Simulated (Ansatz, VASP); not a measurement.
# One calculation of P, two programs

```xyz
2
Lattice="3.0100 0.0000 0.0000 -1.5050 2.6067 0.0000 0.0000 0.0000 28.0000" Properties=species:S:1:pos:R:3 pbc="T T T"
P     0.0000    1.7378   14.4005
P     1.5050    0.8689   13.5995
```

Alike in both runs: task single point; functional PBE; dispersion D3(BJ); k mesh 9 × 9 × 1; occupations gaussian, width 0.02 eV; no spin polarisation.

|  | VASP | Ansatz |
| --- | --- | --- |
| version | VASP 6.6.1 | Ansatz 0.2.0 |
| potentials or method | VASP PAW PBE potentials, release 64 (P), cutoff 520 eV | scalar-relativistic, plane waves, PAW |
| valence electrons in the cell | 10 | 10 |

```csv
,VASP,Ansatz,Ansatz less VASP
gap on the k mesh at the Fermi level (eV),none,none,-
rms of the force components (eV/Å),5.546,5.516,-0.0302
"work function, face that differs most (eV)",5.47,5.43,-0.036
```

Atom by atom the forces differ by 0.030 eV/Å (rms over components). A gap of «none» marks a metal or a gap that the smearing closes.
